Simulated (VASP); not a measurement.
## Ti2W3: single point with PBE

Ti2W3:

```
Ti W
1.0
    -2.24951   -3.89626    0.00000
     2.24951    1.29875    4.59923
    -6.74852    3.89626    0.00000
Ti W
4 6
Direct
  0.19534 0.39069 0.39845
  0.69534 0.39069 0.89845
  0.30466 0.60931 0.10155
  0.80466 0.60931 0.60155
  0.60442 0.20885 0.20147
  0.10442 0.20885 0.70147
  0.89558 0.79115 0.29853
  0.39558 0.79115 0.79853
  0.00000 0.00000 0.00000
  0.50000 0.00000 0.50000
```

```
Program             : VASP 6.6.1
Task                : single point
Functional          : PBE
Potentials or basis : VASP PAW PBE potentials, release 64 (Ti_sv, W_sv)
Cutoff              : 520 eV
k mesh              : 6 × 6 × 4
Occupations         : gaussian, width 0.2 eV
Spin                : no spin polarisation
```

The pressure is 0.3 GPa, the largest force is 0.049 eV/Å and the band gap on the k mesh is zero (bands 66 and 67 overlap by 0.58 eV).

Forces on the atoms (eV/Å):
```
Ti  -0.010  0.006  0.048
Ti  -0.010  0.006  0.048
Ti   0.010 -0.006 -0.048
Ti   0.010 -0.006 -0.048
W   -0.002  0.001  0.021
W   -0.002  0.001  0.021
W    0.002 -0.001 -0.021
W    0.002 -0.001 -0.021
W    0.000  0.000  0.000
W    0.000  0.000  0.000
```

Stress tensor (GPa, compression positive):
```
 0.51 -0.14 -0.03
-0.14  0.35  0.02
-0.03  0.02  0.04
```

Levels at points of the mesh, in eV from the Fermi level:
```tsv
k point	band 64	band 65	band 66	band 67	band 68	band 69
(0.00, 0.00, 0.00)	-0.42	-0.36	0.07	0.09	0.46	0.46
(0.50, 0.00, 0.00)	-0.60	-0.29	-0.29	0.00	0.00	0.33
(0.00, 0.50, 0.00)	-0.75	-0.12	-0.12	0.06	0.71	1.39
(0.00, 0.00, 0.50)	-0.15	0.27	0.27	0.36	0.36	0.74
(0.50, 0.00, 0.50)	-0.42	-0.36	0.06	0.07	0.70	1.16
(0.00, 0.50, 0.50)	-0.39	-0.10	-0.10	0.14	0.14	1.82
```

Run time: 41 min on 1 thread of Intel(R) Xeon(R) Platinum 8259CL CPU @ 2.50GHz (Skylake/Cascade Lake) (shared host), peak memory 0.56 GiB.

Caveat: spin-orbit coupling is left out, which moves the levels of the heavy elements.
